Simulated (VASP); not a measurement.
# SrTi2O4: single point with PBE

The system is SrTi2O4.

```
CELL_PARAMETERS angstrom
1.60180 -4.94642 0.00000
1.60180 4.94642 0.00000
0.00000 0.00000 10.24871
ATOMIC_POSITIONS crystal
Sr 0.37949 0.62051 0.25000
Sr 0.62051 0.37949 0.75000
Ti 0.87660 0.12340 0.93826
Ti 0.87660 0.12340 0.56174
Ti 0.12340 0.87660 0.43826
Ti 0.12340 0.87660 0.06174
O 0.92465 0.07535 0.75000
O 0.23677 0.76323 0.90028
O 0.23677 0.76323 0.59972
O 0.07535 0.92465 0.25000
O 0.76323 0.23677 0.40028
O 0.76323 0.23677 0.09972
O 0.50000 0.50000 0.00000
O 0.50000 0.50000 0.50000
```

```json
{
  "Program": "VASP 6.6.1",
  "Task": "single point",
  "Functional": "PBE",
  "Potentials or basis": "VASP PAW PBE potentials, release 64 (Sr_sv, Ti_sv, O)",
  "Cutoff": "520 eV",
  "k mesh": "4 × 4 × 1",
  "Occupations": "gaussian, width 0.15 eV",
  "Spin": "collinear spin",
  "Starting moments": "[0.0, 0.0, 1.0, 1.0, 1.0, 1.0, 0.0, 0.0, 0.0, 0.0, 0.0, 0.0, 0.0, 0.0] μB",
  "Dipole correction": "no",
  "Further INCAR settings": "ALGO = Normal; EDIFF = 1e-07; NBANDS = 75"
}
```

- Pressure: 0.3 GPa
- Largest force: 0.077 eV/Å
- Band gap on the k mesh: zero (filled and empty bands overlap)
- Net moment: 0.00 μB per cell
- Valence electrons inside the program's atomic spheres: Sr 8.12; Ti 10.22; O 5.03, 5.05, 5.02 (each value once)

Forces on the atoms (eV/Å):
```
Sr   0.000 -0.077  0.000
Sr   0.000  0.077  0.000
Ti   0.000 -0.026  0.025
Ti   0.000 -0.026 -0.025
Ti   0.000  0.026  0.025
Ti   0.000  0.026 -0.025
O    0.000 -0.027  0.000
O    0.000 -0.029  0.029
O    0.000 -0.029 -0.029
O    0.000  0.027  0.000
O    0.000  0.029  0.029
O    0.000  0.029 -0.029
O    0.000  0.000  0.000
O    0.000  0.000  0.000
```

Stress tensor (GPa, compression positive):
```
0.35 0.00 0.00
0.00 0.17 0.00
0.00 0.00 0.49
```

Levels at points of the mesh, in eV from the Fermi level:
Spin up:
| k point | band 54 | band 55 | band 56 | band 57 | band 58 | band 59 | band 60 | band 61 | band 62 | band 63 |
| --- | --- | --- | --- | --- | --- | --- | --- | --- | --- | --- |
| (0.00, 0.00, 0.00) | -3.72 | -3.39 | -3.30 | -1.09 | -1.01 | 0.33 | 0.43 | 0.79 | 0.91 | 0.98 |
| (0.50, 0.00, 0.00) | -4.11 | -4.07 | -3.78 | -0.49 | 0.11 | 0.40 | 0.44 | 0.45 | 0.89 | 0.92 |
| (0.50, 0.50, 0.00) | -3.88 | -3.77 | -3.31 | -1.62 | -1.30 | 0.51 | 0.63 | 0.68 | 0.79 | 0.82 |
Spin down:
| k point | band 56 | band 57 | band 58 | band 59 | band 60 | band 61 |
| --- | --- | --- | --- | --- | --- | --- |
| (0.00, 0.00, 0.00) | -3.30 | -1.09 | -1.01 | 0.33 | 0.43 | 0.79 |
| (0.50, 0.00, 0.00) | -3.78 | -0.49 | 0.11 | 0.40 | 0.44 | 0.45 |
| (0.50, 0.50, 0.00) | -3.31 | -1.62 | -1.30 | 0.51 | 0.63 | 0.68 |

It took 13 min on 1 thread of Intel(R) Xeon(R) Platinum 8488C (Sapphire Rapids), on a shared host, peak memory 0.51 GiB.

Caveat: the k points lie up to 0.61 Å⁻¹ apart; semilocal functionals often make such compounds metallic where correlation or magnetic order opens a gap, which also shifts bond lengths.
